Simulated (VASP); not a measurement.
Input of a VASP 6.6.1 run:

The input INCAR:

```
PREC     = Accurate       # precision mode
ENCUT    = 600            # plane-wave cutoff, eV
EDIFF    = 1E-6           # SCF threshold, eV
ISMEAR   = -1             # smearing method
SIGMA    = 0.1            # smearing width, eV
LREAL    = False          # projectors in reciprocal space
LASPH    = True           # aspherical terms in the spheres
NELM     = 100            # most SCF steps
ALGO     = Normal         # electronic algorithm
ISIF     = 3              # what is computed and relaxed
LWAVE    = False          # write WAVECAR
LCHARG   = False          # write CHGCAR
GGA      = PS             # functional
IBRION   = 2              # ionic algorithm
NSW      = 60             # ionic steps
EDIFFG   = -0.005         # ionic threshold
```

The input KPOINTS:

```
Automatic mesh
0
Gamma
  21 21 21
```

Contents of POSCAR:

```
Cu
1.0
    0.0000000000      1.7813926735      1.7813926735
    1.7813926735      0.0000000000      1.7813926735
    1.7813926735      1.7813926735      0.0000000000
Cu
1
Direct
    0.0000000000      0.0000000000      0.0000000000
```

Potentials or basis: VASP PAW PBE potentials, release 64 (Cu).

Command:

```console
$ cat potpaw_PBE.64/Cu/POTCAR > POTCAR
$ mpirun -np 1 vasp_std > vasp.out
```

Predict the relaxed volume.

11.36 Å³/atom.

Predict the space group after relaxing (to 0.05 Å).

Fm-3m (No. 225).

What does it give for the relaxed cell?

a = 2.523 Å, b = 2.523 Å, c = 2.523 Å, α = 60.00°, β = 60.00°, γ = 60.00°.

Final structure:
```yaml
crystal:
  lattice:
    - [0.00000, 1.78429, 1.78429]
    - [1.78429, 0.00000, 1.78429]
    - [1.78429, 1.78429, 0.00000]
  atoms:
    - { symbol: Cu, position: [0.00000, 0.00000, 0.00000] }
```

Caveat: the PAW data sets were made with another functional, which shifts forces and pressure a little.
